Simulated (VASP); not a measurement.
Input of a VASP 6.6.1 run:

File INCAR:

```
PREC = Accurate ; ENCUT = 520
EDIFF = 1E-6 ; ISMEAR = 0
SIGMA = 0.1 ; LREAL = F
LASPH = T ; NELM = 80
ALGO = Normal ; ISIF = 2
LWAVE = F ; LCHARG = T
GGA = PS ; LELF = T
LVHAR = T ; NBANDS = 16
```

The input KPOINTS:

```
regular mesh
0
Gamma
  18 18 14
```

Contents of POSCAR:

```
TiO
1.0
    3.0309987015      0.0000000000      0.0000000000
   -1.5154993507      2.6249218743      0.0000000000
    0.0000000000      0.0000000000      3.2377000000
Ti O
1 1
Direct
    0.6666666667      0.3333333333      0.0000000000
    0.0000000000      0.0000000000      0.5000000000
```

Potentials or basis: VASP PAW PBE potentials, release 64 (Ti_sv, O).

The run is started by

```bash
$ cat potpaw_PBE.64/Ti_sv/POTCAR potpaw_PBE.64/O/POTCAR > POTCAR
$ mpirun -np 1 vasp_std > vasp.out
```

(1) Predict the pressure.

## Answers

(1) -40.3 GPa.

Caveat: the cell stands under tension; the PAW data sets were made with another functional, which shifts forces and pressure a little.
